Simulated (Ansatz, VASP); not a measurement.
**One calculation of MgO, two programs**

File INCAR:

```
SYSTEM = MgO
PREC = Accurate ; ENCUT = 840
EDIFF = 1E-6 ; ISMEAR = 1
SIGMA = 0.0138 ; LREAL = .False.
LASPH = .True. ; NELM = 120
ALGO = Normal ; ISIF = 2
LWAVE = .False. ; LCHARG = .True.
GGA = PE ; LELF = .True.
LVHAR = .True. ; NBANDS = 15
GGA_COMPAT = .False.
```

Contents of KPOINTS:

```
regular mesh
0
Gamma
  7 7 7
  0 0 0
```

The input POSCAR:

```
MgO
1.0
    0.0000000000      2.1417602800      2.1417602800
    2.1417602800      0.0000000000      2.1417602800
    2.1417602800      2.1417602800      0.0000000000
Mg O
1 1
Direct
    0.0000000000      0.0000000000      0.0000000000
    0.5000000000      0.5000000000      0.5000000000
```

Input for Ansatz:

```yaml
crystal:
  lattice:
    - [0.0, 2.14176028, 2.14176028]
    - [2.14176028, 0.0, 2.14176028]
    - [2.14176028, 2.14176028, 0.0]
  atoms:
    - { symbol: Mg, position: [0.0, 0.0, 0.0] }
    - { symbol: O, position: [0.5, 0.5, 0.5] }
  symmetry: { tolerance: 0.0003 }
kpoints:
  mp_grid: { grid: [7, 7, 7], shift: [0, 0, 0] }
magnetization:
  spin_polarized: false
scf:
  occupations: { method: methfessel_paxton, width: 0.0138 }
  n_extra_bands: 2
hamiltonian:
  pseudopotentials: { kind: paw }
  xc: pbe
basis:
  ecutwfc: 420
output:
  forces: true
  stress: true
  eigenvalues: true
```

Alike in both runs: task single point; functional PBE; k mesh 7 × 7 × 7; occupations methfessel-paxton of order 1, width 0.0138 eV; no spin polarisation.

|  | VASP | Ansatz |
| --- | --- | --- |
| version | VASP 6.6.1 | Ansatz 0.2.0 |
| potentials or method | VASP PAW PBE potentials, release 64 (Mg_sv, O), cutoff 840 eV | PAW plane waves |
| valence electrons in the cell | 16 | 16 |

```csv
,VASP,Ansatz,Ansatz less VASP
gap on the k mesh at the Fermi level (eV),4.27,4.27,+0.004
pressure (GPa),-3.0,-3.0,0.00
```
